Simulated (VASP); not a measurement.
# BeTe (F-43m) in VASP: settings compared

The runs below take BeTe through vibrations by perturbation theory, elastic constants, with PBE, LDA.

Program: VASP 6.6.1. These are calculated values, not measurements. Logs are shortened: lines on timing, memory, paths and dates and some standing lists are left out, and cuts for length are marked.

### 1 The cell of the first run

Symmetry: F-43m, No. 216, cubic system. The conventional cell has a = 5.540 Å, b = 5.540 Å, c = 5.540 Å, α = 90.00°, β = 90.00°, γ = 90.00°. Te (site symmetry -43m) has 4 Be at 2.40 Å within 3.2 Å. Be (site symmetry -43m) has 4 Te at 2.40 Å within 3.2 Å.

### 2 Vibrations by perturbation theory, PBE

The input, INCAR:

```
SYSTEM = BeTe
  PREC = Accurate
  ENCUT = 520
  EDIFF = 1E-8
  ISMEAR = -1
  SIGMA = 0.05
  LREAL = .False.
  LASPH = .True.
  NELM = 80
  ALGO = Normal
  ISIF = 2
  LWAVE = .False.
  LCHARG = .False.
  GGA = PE
  IBRION = 8
  NSW = 1
```

The input, KPOINTS:

```
regular mesh
0
Gamma
  6 6 6
  0 0 0
```

The input, POSCAR:

```
BeTe
1.0
    0.0000000000      2.7700000000      2.7700000000
    2.7700000000      0.0000000000      2.7700000000
    2.7700000000      2.7700000000      0.0000000000
Te Be
1 1
Direct
    0.7500000000      0.7500000000      0.7500000000
    0.0000000000      0.0000000000      0.0000000000
```

Potentials or basis: VASP PAW PBE potentials, release 64 (Te, Be).

Launch:

```sh
> cat potpaw_PBE.64/Te/POTCAR potpaw_PBE.64/Be/POTCAR > POTCAR
> mpirun -np 1 vasp_std > vasp.out
```

OUTCAR:

```text
SYSTEM = BeTe
   PREC = Accurate
   ENCUT = 520
   EDIFF = 1E-8
   ISMEAR = -1
   LREAL = .False.
   LASPH = .True.
   NELM = 80
   ISIF = 2
   GGA = PE
   IBRION = 8
   NSW = 1

 ion  position               nearest neighbor table
   1  0.750  0.750  0.750-   2 2.40   2 2.40   2 2.40   2 2.40
   2  0.000  0.000  0.000-   1 2.40   1 2.40   1 2.40   1 2.40

  LATTYP: Found a face centered cubic cell.
 ALAT       =     5.5400000000

  Lattice vectors:

 A1 = (   0.0000000000,   2.7700000000,   2.7700000000)
 A2 = (   2.7700000000,   0.0000000000,   2.7700000000)
 A3 = (   2.7700000000,   2.7700000000,   0.0000000000)

Analysis of symmetry for initial positions (statically):
=====================================================================
 Subroutine PRICEL returns:
 Original cell was already a primitive cell.

 Routine SETGRP: Setting up the symmetry group for a
 face centered cubic supercell.

 Subroutine GETGRP returns: Found 24 space group operations
 (whereof 24 operations were pure point group operations)
 out of a pool of 48 trial point group operations.

The static configuration has the point symmetry T_d .

Analysis of symmetry for dynamics (positions and initial velocities):
=====================================================================
 Subroutine PRICEL returns:
 Original cell was already a primitive cell.

 Routine SETGRP: Setting up the symmetry group for a
 face centered cubic supercell.

 Subroutine GETGRP returns: Found 24 space group operations
 (whereof 24 operations were pure point group operations)
 out of a pool of 48 trial point group operations.

The dynamic configuration has the point symmetry T_d .

 Subroutine INISYM returns: Found 24 space group operations
 (whereof 24 operations are pure point group operations),
 and found     1 'primitive' translations

----------------------------------------------------------------------------------------
[... 325 lines left out ...]
  external PRESSURE =      45.0304843 kB  Pullay stress =       0.0000000 kB

 VOLUME and BASIS-vectors are now :
 -----------------------------------------------------------------------------
  energy-cutoff  :      520.00
  volume of cell :       42.51
      direct lattice vectors                 reciprocal lattice vectors
     0.000000000  2.770000000  2.770000000    -0.180505415  0.180505415  0.180505415
     2.770000000  0.000000000  2.770000000     0.180505415 -0.180505415  0.180505415
     2.770000000  2.770000000  0.000000000     0.180505415  0.180505415 -0.180505415

 POSITION                                       TOTAL-FORCE (eV/Angst)
 -----------------------------------------------------------------------------------
      4.15500      4.15500      4.15500        -0.000000      0.000000     -0.000000
      0.00000      0.00000      0.00000         0.000000     -0.000000      0.000000
 -----------------------------------------------------------------------------------
    total drift:                               -0.000000     -0.000000     -0.000000

  FREE ENERGIE OF THE ION-ELECTRON SYSTEM (eV)
  ---------------------------------------------------
  free  energy   TOTEN  =        -7.5783937064 eV

  energy  without entropy=       -7.5783937059  energy(sigma->0) =       -7.57839371

[... ionic steps 2 to 3 ...]

--------------------------------------- Ionic step        4  -------------------------------------------

------------------------ aborting loop because EDIFF is reached ----------------------------------------

[... ionic steps 5 to 6 ...]

--------------------------------------- Ionic step        7  -------------------------------------------

 Free energy of the ion-electron system (eV)
  ---------------------------------------------------
  ---------------------------------------------------
  free energy    TOTEN  =        -0.00881430 eV

  energy without entropy =       -0.00881430

------------------------ aborting loop because EDIFF is reached ----------------------------------------

 INTERNAL STRAIN TENSOR  FOR ION    2  DIRECTION 1   (eV/Angst):
 -----------------------------------------------------------------------------
     0.00969  0.00000  0.00000
     0.00000 -0.00552 -6.05461
     0.00000 -6.05461 -0.00552

 INTERNAL STRAIN TENSOR FOR ION    2 for displacements in x,y,z  (eV/Angst):
          X           Y           Z          XY          YZ          ZX
  --------------------------------------------------------------------------------
  x     0.00000    -0.00000    -0.00000     0.00000    -6.05461     0.00000
  y     0.00000    -0.00000     0.00000     0.00000     0.00000    -6.05461
  z    -0.00000    -0.00000     0.00000    -6.05461     0.00000     0.00000

 SECOND DERIVATIVES (NOT SYMMETRIZED)
 ------------------------------------
               1X          1Y          1Z          2X          2Y          2Z
  1X    -7.737360    0.000000    0.000000    7.737360    0.000000    0.000000
  1Y     0.000000   -7.737360    0.000000    0.000000    7.737360    0.000000
  1Z     0.000000    0.000000   -7.737360    0.000000    0.000000    7.737360
  2X     7.741255    0.000000    0.000000   -7.741255    0.000000    0.000000
  2Y     0.000000    7.741255    0.000000    0.000000   -7.741255    0.000000
  2Z     0.000000    0.000000    7.741255    0.000000    0.000000   -7.741255

 Eigenvectors and eigenvalues of the dynamical matrix
 ----------------------------------------------------

   1 f  =   14.991158 THz    94.192224 2PiTHz  500.051208 cm-1    61.998420 meV
             X         Y         Z           dx          dy          dz
      4.155000  4.155000  4.155000    -0.256795    0.000000    0.000000
      0.000000  0.000000  0.000000     0.966466    0.000000    0.000000
[... 21 lines left out ...]
   6 f/i=    0.000936 THz     0.005883 2PiTHz    0.031230 cm-1     0.003872 meV
             X         Y         Z           dx          dy          dz
      4.155000  4.155000  4.155000     0.000000    0.000000    0.966466
      0.000000  0.000000  0.000000     0.000000    0.000000    0.256795

--------------------------------------------------------------------------------------------------------

 ELASTIC MODULI CONTR FROM IONIC RELAXATION (kBar)
 Direction    XX          YY          ZZ          XY          YZ          ZX
 --------------------------------------------------------------------------------
 XX          -0.0000      0.0000      0.0000     -0.0000      0.0000     -0.0000
 YY           0.0000     -0.0000      0.0000     -0.0000     -0.0000      0.0000
 ZZ           0.0000      0.0000     -0.0000      0.0000     -0.0000     -0.0000
 XY          -0.0000     -0.0000      0.0000   -170.8359      0.0000      0.0000
 YZ           0.0000     -0.0000     -0.0000      0.0000   -170.8359      0.0000
 ZX          -0.0000      0.0000     -0.0000      0.0000      0.0000   -170.8359
 --------------------------------------------------------------------------------
```

stdout:

```text
POSCAR found type information on POSCAR TeBe
 POSCAR found :  2 types and       2 ions
 scaLAPACK will be used
 LDA part: xc-table for (Slater+PW92), standard interpolation
 POSCAR, INCAR and KPOINTS ok, starting setup
 FFT: planning ... GRIDC
 FFT: planning ... GRID_SOFT
 FFT: planning ... GRID
 WAVECAR not read
 entering main loop
 Linear response reoptimize wavefunctions to high precision
 Linear response DOF=           2
 Linear response progress:
 first order change of Fermi-energy   0.22868E-03
 force on displaced ion       1 direction 1 :  -7.737  -0.000  -0.000
 Linear response progress:
 first order change of Fermi-energy   0.63094E-04
 force on displaced ion       2 direction 1 :  -7.741   0.000   0.000
 Linear response finished
```

It took 54 s on 1 thread of AMD EPYC 7R13 (Zen 3), shared host; peak memory 0.18 GiB.

Results:

* Highest phonon frequency at Γ, LO-TO splitting left out: 500 cm⁻¹

Phonon frequencies in cm⁻¹ (negative: imaginary):
| q point | frequencies |
| --- | --- |
| (0.000, 0.000, 0.000) | 0 0 0 500 500 500 |

Caveat: the cell wasn't relaxed at this level first, which shifts response properties; spin-orbit coupling is left out, which moves the levels of the heavy elements.

### 3 Elastic constants, LDA

The input, INCAR:

```
PREC = Accurate
ENCUT = 600
EDIFF = 1E-8
ISMEAR = 0
SIGMA = 0.01
LREAL = F
LASPH = T
NELM = 100
ALGO = Normal
ISIF = 3
LWAVE = F
LCHARG = F
NBANDS = 11
IBRION = 6
NFREE = 2
POTIM = 0.015
NSW = 1
```

The input, KPOINTS:

```
regular mesh
0
Gamma
  7 7 7
```

POSCAR is that of step 2.

Potentials or basis: VASP PAW LDA potentials, release 64 (Te, Be).

Launch:

```sh
> cat potpaw_LDA.64/Te/POTCAR potpaw_LDA.64/Be/POTCAR > POTCAR
> mpirun -np 1 vasp_std > vasp.out
```

OUTCAR:

```text
PREC = Accurate
   ENCUT = 600
   EDIFF = 1E-8
   ISMEAR = 0
   LREAL = F
   LASPH = T
   NELM = 100
   ISIF = 3
   IBRION = 6
   NFREE = 2
   POTIM = 0.015
   NSW = 1

 ion  position               nearest neighbor table
   1  0.750  0.750  0.750-   2 2.40   2 2.40   2 2.40   2 2.40
   2  0.000  0.000  0.000-   1 2.40   1 2.40   1 2.40   1 2.40

  LATTYP: Found a face centered cubic cell.
 ALAT       =     5.5400000000

  Lattice vectors:

 A1 = (   0.0000000000,   2.7700000000,   2.7700000000)
 A2 = (   2.7700000000,   0.0000000000,   2.7700000000)
 A3 = (   2.7700000000,   2.7700000000,   0.0000000000)

Analysis of symmetry for initial positions (statically):
=====================================================================
 Subroutine PRICEL returns:
 Original cell was already a primitive cell.

 Routine SETGRP: Setting up the symmetry group for a
 face centered cubic supercell.

 Subroutine GETGRP returns: Found 24 space group operations
 (whereof 24 operations were pure point group operations)
 out of a pool of 48 trial point group operations.

The static configuration has the point symmetry T_d .

Analysis of symmetry for dynamics (positions and initial velocities):
=====================================================================
 Subroutine PRICEL returns:
 Original cell was already a primitive cell.

 Routine SETGRP: Setting up the symmetry group for a
 face centered cubic supercell.

 Subroutine GETGRP returns: Found 24 space group operations
[... 692 lines left out ...]
  external PRESSURE =       8.0682398 kB  Pullay stress =       0.0000000 kB
[... 17 lines left out ...]
  FREE ENERGIE OF THE ION-ELECTRON SYSTEM (eV)
  ---------------------------------------------------
  free  energy   TOTEN  =        -8.7230618966 eV

  energy  without entropy=       -8.7230618966  energy(sigma->0) =       -8.72306190

 INTERNAL STRAIN TENSORS FROM STRAINED CELLS
 ============================================

 INTERNAL STRAIN TENSOR FOR ION    1 for displacements in x,y,z  (eV/Angst):
          X           Y           Z          XY          YZ          ZX
  --------------------------------------------------------------------------------
  x    -0.00000    -0.00000    -0.00000     0.00000     5.55665     0.00000
  y     0.00000     0.00000    -0.00000     0.00000    -0.00000     5.55661
  z    -0.00000    -0.00000    -0.00000     5.55596    -0.00000     0.00000

 INTERNAL STRAIN TENSORS FROM DISPLACED ATOMS
 ============================================

 INTERNAL STRAIN TENSOR FOR ION    1 for displacements in x,y,z  (eV/Angst):
          X           Y           Z          XY          YZ          ZX
  --------------------------------------------------------------------------------
  x     0.00000     0.00000     0.00000     0.00000     5.55581     0.00000
  y     0.00000     0.00000     0.00000     0.00000     0.00000     5.55581
  z     0.00000     0.00000     0.00000     5.55581     0.00000     0.00000

 INTERNAL STRAIN TENSOR FOR ION    2 for displacements in x,y,z  (eV/Angst):
          X           Y           Z          XY          YZ          ZX
  --------------------------------------------------------------------------------
  x     0.00000     0.00000     0.00000     0.00000    -5.55703     0.00000
  y     0.00000     0.00000     0.00000     0.00000     0.00000    -5.55703
  z     0.00000     0.00000     0.00000    -5.55703     0.00000     0.00000

 Eigenvectors and eigenvalues of the dynamical matrix
 ----------------------------------------------------

   1 f  =   14.660325 THz    92.113536 2PiTHz  489.015790 cm-1    60.630203 meV
             X         Y         Z           dx          dy          dz
      4.155000  4.155000  4.155000     0.093234    0.239356    0.000000
      0.000000  0.000000  0.000000    -0.350777   -0.900540    0.000000
[... 21 lines left out ...]
   6 f/i=    0.000273 THz     0.001716 2PiTHz    0.009110 cm-1     0.001129 meV
             X         Y         Z           dx          dy          dz
      4.155000  4.155000  4.155000     0.035768    0.242088    0.934949
      0.000000  0.000000  0.000000     0.009507    0.064345    0.248502

--------------------------------------------------------------------------------------------------------

 ELASTIC MODULI CONTR FROM IONIC RELAXATION (kBar)
 Direction    XX          YY          ZZ          XY          YZ          ZX
 --------------------------------------------------------------------------------
 XX           0.0000      0.0000      0.0000      0.0000      0.0000      0.0000
 YY           0.0000      0.0000      0.0000      0.0000      0.0000      0.0000
 ZZ           0.0000      0.0000      0.0000      0.0000      0.0000      0.0000
 XY           0.0000      0.0000      0.0000   -157.1773     -0.0000      0.0000
 YZ           0.0000      0.0000      0.0000     -0.0000   -157.1773      0.0000
 ZX           0.0000      0.0000      0.0000      0.0000      0.0000   -157.1773
 --------------------------------------------------------------------------------

 TOTAL ELASTIC MODULI (kBar)
 Direction    XX          YY          ZZ          XY          YZ          ZX
 --------------------------------------------------------------------------------
 XX        1082.1129    451.5103    451.5103      0.0000      0.0000      0.0000
 YY         451.5103   1082.1129    451.5103      0.0000     -0.0000      0.0000
 ZZ         451.5103    451.5103   1082.1129     -0.0000      0.0000     -0.0000
 XY           0.0000      0.0000     -0.0000    540.7935     -0.0000      0.0000
 YZ           0.0000     -0.0000      0.0000     -0.0000    540.7935      0.0000
 ZX           0.0000      0.0000     -0.0000      0.0000      0.0000    540.7935
 --------------------------------------------------------------------------------
```

OSZICAR:

```text
N       E                     dE             d eps       ncg     rms          rms(c)
DAV:   1     0.195202197551E+02    0.19520E+02   -0.35864E+03   440   0.671E+02
DAV:   2    -0.783234200208E+01   -0.27353E+02   -0.26357E+02   591   0.917E+01
[... 179 lines left out ...]
DAV:   1    -0.872313317697E+01   -0.71271E-04   -0.11397E-01  1420   0.179E+00    0.170E-01
DAV:   2    -0.872312155211E+01    0.11625E-04   -0.14599E-03  1759   0.231E-01    0.461E-02
DAV:   3    -0.872306556599E+01    0.55986E-04   -0.92163E-05  1555   0.498E-02    0.178E-02
DAV:   4    -0.872306157253E+01    0.39935E-05   -0.27858E-05  1708   0.273E-02    0.462E-03
DAV:   5    -0.872306191166E+01   -0.33913E-06   -0.24276E-06  1558   0.913E-03    0.357E-03
DAV:   6    -0.872306189617E+01    0.15498E-07   -0.61666E-08  1743   0.155E-03    0.197E-03
DAV:   7    -0.872306189657E+01   -0.40200E-09   -0.66088E-09   961   0.511E-04
  17 F= -.87230619E+01 E0= -.87230619E+01  d E =-.543119E-26
```

Run time: 3.6 min. Hardware: 1 thread of Intel Xeon 6975P-C, shared host; peak memory 0.23 GiB.

Results:

- Elastic constants C11, C12, C44: 108, 45, 54 GPa
- Voigt bulk modulus: 66 GPa
- Highest phonon frequency at Γ, LO-TO splitting left out: 489 cm⁻¹

Phonon frequencies in cm⁻¹ (negative: imaginary):
```csv
q point,frequencies
"(0.000, 0.000, 0.000)",0 0 0 489 489 489
```

Elastic tensor in Voigt notation (GPa, in the Cartesian axes of the cell as first typed):
```
108  45  45   0   0   0
 45 108  45   0   0   0
 45  45 108   0   0   0
  0   0   0  54   0   0
  0   0   0   0  54   0
  0   0   0   0   0  54
```

Clamped-ion elastic tensor (GPa):
```
108  45  45   0   0   0
 45 108  45   0   0   0
 45  45 108   0   0   0
  0   0   0  70   0   0
  0   0   0   0  70   0
  0   0   0   0   0  70
```

Caveat: spin-orbit coupling is left out, which moves the levels of the heavy elements.

(Continued in part 2 of 2.)
